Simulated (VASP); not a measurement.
# Al (P6_3/mmc) in VASP: a series of runs

Runs on Al. Level: PBEsol+D3(BJ). Tasks: single point.

Everything below comes from runs of VASP 6.6.1. Logs are shortened: lines on timing, memory, paths and dates and some standing lists are left out, and cuts for length are marked.

**1. The cell of the first run**

It takes space group P6_3/mmc (No. 194, hexagonal). The conventional cell has a = 2.781 Å, b = 2.781 Å, c = 8.947 Å, α = 90.00°, β = 90.00°, γ = 120.00°. Al (site symmetry -3m) has 12 Al at 2.75 to 2.78 Å within 3.6 Å. Al (site symmetry -6m2) has 12 Al at 2.75 to 2.78 Å within 3.6 Å.

**2. Single point, PBEsol+D3(BJ) (volume 14.987 Å^3 an atom, c/a of the conventional cell 3.2168)**

Contents of INCAR:

```
ALGO = Normal
EDIFF = 1E-7
ENCUT = 520
GGA = PS
ISIF = 2
ISMEAR = 0
IVDW = 12
LASPH = True
LCHARG = False
LREAL = False
LWAVE = False
NBANDS = 14
NELM = 80
PREC = Accurate
SIGMA = 0.15
```

Contents of KPOINTS:

```
k-points
0
Gamma
  18 18 6
```

Contents of POSCAR:

```
Al
1.0
    2.7814633102      0.0000000000      0.0000000000
   -1.3907316551      2.4088178864      0.0000000000
    0.0000000000      0.0000000000      8.9474111763
Al
4
Direct
    0.0000000000      0.0000000000      0.0000000000
    0.3333333333      0.6666666667      0.2500000000
    0.0000000000      0.0000000000      0.5000000000
    0.6666666667      0.3333333333      0.7500000000
```

Potentials or basis: VASP PAW PBE potentials, release 64 (Al).

The run is started by

```sh
$ cat potpaw_PBE.64/Al/POTCAR > POTCAR
$ mpirun -np 1 vasp_std > vasp.out
```

OUTCAR:

```text
EDIFF = 1E-7
   ENCUT = 520
   GGA = PS
   ISIF = 2
   ISMEAR = 0
   IVDW = 12
   LASPH = True
   LREAL = False
   NELM = 80
   PREC = Accurate
 IVDW          = 12

 ion  position               nearest neighbor table
   1  0.000  0.000  0.000-   2 2.75   4 2.75   4 2.75   2 2.75   4 2.75   2 2.75
   2  0.333  0.667  0.250-   1 2.75   3 2.75   1 2.75   3 2.75   1 2.75   3 2.75
   3  0.000  0.000  0.500-   2 2.75   4 2.75   4 2.75   2 2.75   4 2.75   2 2.75
   4  0.667  0.333  0.750-   1 2.75   3 2.75   1 2.75   3 2.75   1 2.75   3 2.75

  LATTYP: Found a hexagonal cell.
 ALAT       =     2.7814633102
 C/A-ratio  =     3.2168000000

  Lattice vectors:

 A1 = (   2.7814633102,   0.0000000000,   0.0000000000)
 A2 = (  -1.3907316551,   2.4088178864,   0.0000000000)
 A3 = (   0.0000000000,   0.0000000000,   8.9474111763)

Analysis of symmetry for initial positions (statically):
=====================================================================
 Subroutine PRICEL returns:
 Original cell was already a primitive cell.

 Routine SETGRP: Setting up the symmetry group for a
 hexagonal supercell.

 Subroutine GETGRP returns: Found 24 space group operations
 (whereof 12 operations were pure point group operations)
 out of a pool of 24 trial point group operations.

The static configuration has the point symmetry D_3d.
 The point group associated with its full space group is D_6h.

Analysis of symmetry for dynamics (positions and initial velocities):
=====================================================================
 Subroutine PRICEL returns:
 Original cell was already a primitive cell.

 Routine SETGRP: Setting up the symmetry group for a
 hexagonal supercell.

 Subroutine GETGRP returns: Found 24 space group operations
 (whereof 12 operations were pure point group operations)
 out of a pool of 24 trial point group operations.

The dynamic configuration has the point symmetry D_3d.
 The point group associated with its full space group is D_6h.

 Subroutine INISYM returns: Found 24 space group operations
 (whereof 12 operations are pure point group operations),
 and found     1 'primitive' translations

----------------------------------------------------------------------------------------

                                     Primitive cell

  volume of cell :      59.9480

  direct lattice vectors                    reciprocal lattice vectors
     2.781463310  0.000000000  0.000000000     0.359522988  0.207570694  0.000000000
    -1.390731655  2.408817886  0.000000000     0.000000000  0.415141388  0.000000000
     0.000000000  0.000000000  8.947411176     0.000000000  0.000000000  0.111764172

  length of vectors
     2.781463310  2.781463310  8.947411176     0.415141388  0.415141388  0.111764172

  position of ions in fractional coordinates (direct lattice)
     0.000000000  0.000000000  0.000000000
     0.333333333  0.666666667  0.250000000
     0.000000000  0.000000000  0.500000000
     0.666666667  0.333333333  0.750000000

  ion indices of the primitive-cell ions
   primitive index   ion index
                 1           1
                 2           2
                 3           3
                 4           4

----------------------------------------------------------------------------------------

 KPOINTS: k-points

Automatic generation of k-mesh.
 Grid dimensions read from file:
 generate k-points for:   18   18    6

 Generating k-lattice:

  Cartesian coordinates                     Fractional coordinates (reciprocal lattice)
     0.019973499  0.011531705  0.000000000     0.055555556  0.000000000  0.000000000
     0.000000000  0.023063410  0.000000000     0.000000000  0.055555556  0.000000000
     0.000000000  0.000000000  0.018627362     0.000000000  0.000000000  0.166666667

  Length of vectors
     0.023063410  0.023063410  0.018627362

  Shift w.r.t. Gamma in fractional coordinates (k-lattice)
     0.000000000  0.000000000  0.000000000

 Subroutine IBZKPT returns following result:
 ===========================================

 Found    148 irreducible k-points:

 Following reciprocal coordinates:
            Coordinates               Weight
  0.000000  0.000000  0.000000      1.000000
  0.055556  0.000000  0.000000      6.000000
  0.111111  0.000000  0.000000      6.000000
  0.166667  0.000000  0.000000      6.000000
  0.222222  0.000000  0.000000      6.000000
  0.277778  0.000000  0.000000      6.000000
[... 16 lines left out ...]
  0.333333  0.111111  0.000000     12.000000
  0.388889  0.111111  0.000000     12.000000
 [... further k-points ...]
   k-points           NKPTS =    148   k-points in BZ     NKDIM =    148   number of bands    NBANDS=     14
   number of dos      NEDOS =    301   number of ions     NIONS =      4
   total plane-waves  NPLWV =  40320
   dimension x,y,z NGX =    24 NGY =   24 NGZ =   70
   dimension x,y,z NGXF=    48 NGYF=   48 NGZF=  140
   ions per type =               4
   NGX,Y,Z   is equivalent  to a cutoff of  14.34, 14.34, 13.01 a.u.
   NGXF,Y,Z  is equivalent  to a cutoff of  28.69, 28.69, 26.01 a.u.
 SYSTEM =  unknown system
   PREC   = accura    normal or accurate (medium, high low for compatibility)
   ISTART =      0    job   : 0-new  1-cont  2-samecut
   ICHARG =      2    charge: 1-file 2-atom 10-const
   ISPIN  =      1    spin polarized calculation?
   LNONCOLLINEAR =      F non collinear calculations
   LSORBIT =      F    spin-orbit coupling
   LASPH  =      T    aspherical Exc in radial PAW
   ENCUT  =  520.0 eV  38.22 Ry    6.18 a.u.   5.17  5.17 16.64*2*pi/ulx,y,z
   NELM   =     80;   NELMIN=  2; NELMDL= -5     # of ELM steps
   EDIFF  = 0.1E-06   stopping-criterion for ELM
   LREAL  =      F    real-space projection
   EDIFFG = 0.1E-05   stopping-criterion for IOM
   NSW    =      0    number of steps for IOM
   IBRION =     -1    ionic relax: 0-MD 1-quasi-New 2-CG
   NFREE  =      0    steps in history (QN), initial steepest desc. (CG)
   ISIF   =      2    stress and relaxation
   ISYM   =      2    0-nonsym 1-usesym 2-fastsym
   POTIM  = 0.5000    time-step for ionic-motion
   TEBEG  =    0.0;   TEEND  =   0.0 temperature during run
   PSTRESS=    0.0 pullay stress
   NELECT =      12.0000    total number of electrons
   NUPDOWN=      -1.0000    fix difference up-down
   EMIN   =  10.00;   EMAX   =-10.00  energy-range for DOS
   EFERMI =   0.00;   METHOD = LEGACY
   ISMEAR =     0;   SIGMA  =   0.15  broadening in eV -4-tet -1-fermi 0-gaus
   EFERMI_NEDOS =   21; number of points for ismear=-14 and -15
   IALGO  =     38    algorithm
   IMIX   =      4    mixing-type and parameters
     AMIX     =   0.40;   BMIX     =  1.00
     AMIX_MAG =   1.60;   BMIX_MAG =  1.00
  volume/ion in A,a.u.               =      14.99       101.14
  Fermi-wavevector in a.u.,A,eV,Ry     =   0.957658  1.809711 12.478018  0.917108
  Thomas-Fermi vector in A             =   2.086695
   LORBIT       =      0    0 simple, 1 ext, 2 COOP (PROOUT), +10 PAW based schemes
   GGA     = PS    functional components
   LHFCALC =     F    Hartree Fock is set to
   AEXX    =    0.0000 exact exchange contribution
   IVDW    =    12    specifies the selected vdW correction
   LEPSILON=     F    determine dielectric tensor
   LRPA    =     F    only Hartree local field effects (RPA)
 non-spin polarized calculation
 Gauss-broadening in eV      SIGMA  =   0.15
  energy-cutoff  :      520.00
  volume of cell :       59.95
 maximum number of plane-waves:      1635
 NGX is ok and might be reduce to    24
   NGX = 11   NGY = 11   NGZ = 33

 number of electron      12.0000000 magnetization

 Free energy of the ion-electron system (eV)
  ---------------------------------------------------
  ext. energy  EPLUGINS =         0.00000000
  ---------------------------------------------------
  free energy    TOTEN  =       -16.20464868 eV

  energy without entropy =      -16.18903748  energy(sigma->0) =      -16.19684308

 E-fermi :   8.9713     XC(G=0): -10.6132

 val. band max:        8.9678207550   @ k =   0.3889   0.2222   0.3333
 cond. band min:       8.9797708566   @ k =   0.3889   0.1667   0.1667
 fundamental gap:      0.0119501016
 Fermi energy:         8.9713425346

 k-point     1 :       0.0000    0.0000    0.0000
  band No.  band energies     occupation
      1      -2.8239      2.00000
      2      -0.9912      2.00000
      3      -0.9877      2.00000
      4       4.0979      2.00000
      5       4.6686      2.00000
      6      12.9137      0.00000
      7      12.9299      0.00000
      8      20.1475      0.00000
      9      20.1475      0.00000
     10      20.2459      0.00000
     11      20.2459      0.00000
     12      21.1941      0.00000
     13      21.1996      0.00000
     14      21.3279      0.00000

 k-point     2 :       0.0556    0.0000    0.0000
  band No.  band energies     occupation
      1      -2.7452      2.00000
      2      -0.9136      2.00000
      3      -0.9102      2.00000
      4       4.1700      2.00000
      5       4.7446      2.00000
      6      12.9716      0.00000
      7      12.9920      0.00000
      8      18.4362      0.00000
      9      19.0694      0.00000
     10      19.8303      0.00000
     11      19.9135      0.00000
     12      20.4228      0.00000
     13      20.5264      0.00000
     14      20.5563      0.00000
[... 343 lines left out ...]
      1       1.2017      2.00000
      2       2.9690      2.00000
      3       2.9714      2.00000
      4       6.4584      2.00000
      5       7.7266      2.00000
      6       8.1226      2.00000
      7       8.5048      1.99999
      8       9.0321      0.56689
      9      11.8203      0.00000
     10      12.9928      0.00000
     11      13.5832      0.00000
     12      13.6974      0.00000
     13      14.4800      0.00000
     14      16.8689      0.00000

 k-point    24 :       0.3889    0.1111    0.0000
  band No.  band energies     occupation
      1       2.3379      2.00000
      2       4.0614      2.00000
      3       4.0736      2.00000
      4       5.0097      2.00000
      5       6.8130      2.00000
      6       6.8270      2.00000
      7       8.9892      0.86627
      8       9.7141      0.00000
      9      11.3781      0.00000
     10      11.5801      0.00000
     11      12.9434      0.00000
     12      13.4325      0.00000
     13      13.8433      0.00000
     14      17.6595      0.00000

 [... further k-points ...]

------------------------ aborting loop because EDIFF is reached ----------------------------------------

 Edisp (eV)   -1.40024

 E8    (eV) :    -0.9430

  FORCE on cell =-STRESS in cart. coord.  units (eV):
  Direction    XX          YY          ZZ          XY          YZ          ZX
  --------------------------------------------------------------------------------------
  -------------------------------------------------------------------------------------
  Total       1.23409     1.23409     2.16732     0.00000    -0.00000     0.00000
  in kB      32.98250    32.98250    57.92396     0.00000    -0.00000     0.00000
  external pressure =       41.30 kB  Pullay stress =        0.00 kB

 VOLUME and BASIS-vectors are now :
 -----------------------------------------------------------------------------
  energy-cutoff  :      520.00
  volume of cell :       59.95
      direct lattice vectors                 reciprocal lattice vectors
     2.781463310  0.000000000  0.000000000     0.359522988  0.207570694  0.000000000
    -1.390731655  2.408817886  0.000000000     0.000000000  0.415141388  0.000000000
     0.000000000  0.000000000  8.947411176     0.000000000  0.000000000  0.111764172

 POSITION                                       TOTAL-FORCE (eV/Angst)
 -----------------------------------------------------------------------------------
      0.00000      0.00000      0.00000         0.000000     -0.000000      0.000000
     -0.00000      1.60588      2.23685        -0.000000      0.000000      0.000000
      0.00000      0.00000      4.47371         0.000000     -0.000000      0.000000
      1.39073      0.80294      6.71056         0.000000     -0.000000     -0.000000
 -----------------------------------------------------------------------------------
    total drift:                                0.000000     -0.000000      0.000000

  FREE ENERGIE OF THE ION-ELECTRON SYSTEM (eV)
  ---------------------------------------------------
  free  energy   TOTEN  =       -17.6048927944 eV

  energy  without entropy=      -17.5892815960  energy(sigma->0) =      -17.59708720
```

It took 57 s on 1 thread of Intel Xeon 6975P-C (Granite Rapids), shared host; peak memory 0.25 GiB.

Results:

```yaml
Free_energy: -17.6049 eV
Pressure: 4.1 GPa
Band_gap_on_the_k_mesh: zero (band 6 reaches 13.24 eV, above the bottom of band 7 at 7.31 eV)
Dispersion_energy_per_atom: -0.350 eV
```

Caveat: the PAW data sets were made with another functional, which shifts forces and pressure a little; pairwise dispersion overbinds metals, which lowers pressure and volume.

[end of part 1 of 2]
